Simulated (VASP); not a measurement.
A run of VASP 6.6.1 is set up as follows.

The input INCAR:

```
SYSTEM = Al
  ALGO = Normal
  EDIFF = 1E-6
  ENCUT = 520
  GGA = PE
  ISIF = 2
  ISMEAR = -1
  IVDW = 12
  LASPH = .True.
  LCHARG = .False.
  LREAL = .False.
  LWAVE = .False.
  NBANDS = 30
  NELM = 80
  PREC = Accurate
  SIGMA = 0.1
```

File KPOINTS:

```
k-points
0
Gamma
  2 2 1
  0 0 0
```

The input POSCAR:

```
Al
1.0
    5.7275650000      0.0000000000      0.0000000000
    2.8637820000      4.9602170000      0.0000000000
    0.0000000000      0.0000000000     16.6765370000
Al
12
Direct
    0.1666684945      0.1666660955      0.0599644878
    0.6666715499      0.1666660955      0.0599644878
    0.1666709227      0.6666643818      0.0599644878
    0.6666739781      0.6666643818      0.0599644878
   -0.2282529486      0.4189332846      0.2028538659
    0.3752358388      0.3399044840      0.2129938608
   -0.1770486634      0.8569987966      0.2097557784
    0.3290307621      0.9065127594      0.2071713090
    0.0009017228      0.1038261028      0.3299426014
    0.4781808492      0.1323732409      0.3732789367
   -0.0580460590      0.6305167697      0.3700288615
    0.4787113630      0.6534189936      0.3553975265
```

Potentials or basis: VASP PAW PBE potentials, release 64 (Al).

Launch:

```sh
$ cat potpaw_PBE.64/Al/POTCAR > POTCAR
$ mpirun -np 1 vasp_std > vasp.out
```

Question: What does it give for the band gap on the k mesh?

Answer: Zero (band 18 reaches 1.43 eV, above the bottom of band 19 at 0.54 eV).

Question: Estimate the largest force.

Answer: 1.171 eV/Å.

Forces in eV/Å, atoms in the order of the input:
```
Al   0.053  0.022  0.087
Al  -0.028  0.035  0.060
Al   0.084  0.097  0.295
Al   0.044  0.227 -0.254
Al   0.762 -0.419  0.147
Al  -0.825  0.823 -0.116
Al   0.772 -0.328 -0.086
Al  -0.586 -0.120 -0.534
Al  -0.539  0.145  0.594
Al   0.161  0.583 -0.109
Al   0.947 -0.281 -0.219
Al  -0.845 -0.784  0.137
```

Caveat: the k points lie up to 0.63 Å⁻¹ apart.
